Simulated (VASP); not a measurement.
Set up this calculation in VASP 6.6.1, as the native input.

- Task: relaxation of cell and atoms
- Functional: LDA
- Potentials or basis: VASP PAW LDA potentials, release 64 (Cd, Te)
- Cutoff: 500 eV
- k mesh: 10 × 10 × 10
- Occupations: methfessel-paxton, width 0.02 eV
- Spin: no spin polarisation
- Dipole correction: no
- Further INCAR settings: ALGO = Normal; EDIFF = 1e-07; IBRION = 2; EDIFFG = -0.005; NSW = 100; ISIF = 3

The structure of CdTe lies in POSCAR:

```
CdTe
1.0
    0.0000000000      3.3096311567      3.3096311567
    3.3096311567      0.0000000000      3.3096311567
    3.3096311567      3.3096311567      0.0000000000
Cd Te
1 1
Direct
    0.0000000000      0.0000000000      0.0000000000
    0.2500000000      0.2500000000      0.2500000000
```

The input as run:

INCAR

```
SYSTEM = CdTe
PREC = Accurate ; ENCUT = 500
EDIFF = 1E-7 ; ISMEAR = 1
SIGMA = 0.02 ; LREAL = .FALSE.
LASPH = .TRUE. ; NELM = 120
ALGO = Normal ; ISIF = 3
LWAVE = .FALSE. ; LCHARG = .FALSE.
IBRION = 2 ; NSW = 100
EDIFFG = -0.005 ; GGA_COMPAT = .FALSE.
NELMIN = 4
```

KPOINTS

```
Automatic mesh
0
G
  10 10 10
  0 0 0
```

Potentials or basis: VASP PAW LDA potentials, release 64 (Cd, Te).

Launch:

```sh
$ cat potpaw_LDA.64/Cd/POTCAR potpaw_LDA.64/Te/POTCAR > POTCAR
$ mpirun -np 1 vasp_std > vasp.out
```

Results of the run:

```json
{
  "Relaxed volume": "33.09 Å³/atom",
  "Relaxed cell": "a = 4.540 Å, b = 4.540 Å, c = 4.540 Å, α = 60.00°, β = 60.00°, γ = 60.00°",
  "Space group after relaxing (to 0.05 Å)": "F-43m (No. 216)",
  "Energy gained by relaxing": "36.3 meV/atom",
  "Ionic steps": "3",
  "Pressure after relaxing": "0.0 GPa",
  "Band gap on the k mesh": "0.64 eV, direct"
}
```

Caveat: spin-orbit coupling is left out, which moves the levels of the heavy elements.

Run time: 66 s on 1 thread of Intel(R) Xeon(R) Platinum 8375C CPU @ 2.90GHz (Ice Lake), with other jobs on the host, peak memory 0.2 GiB.
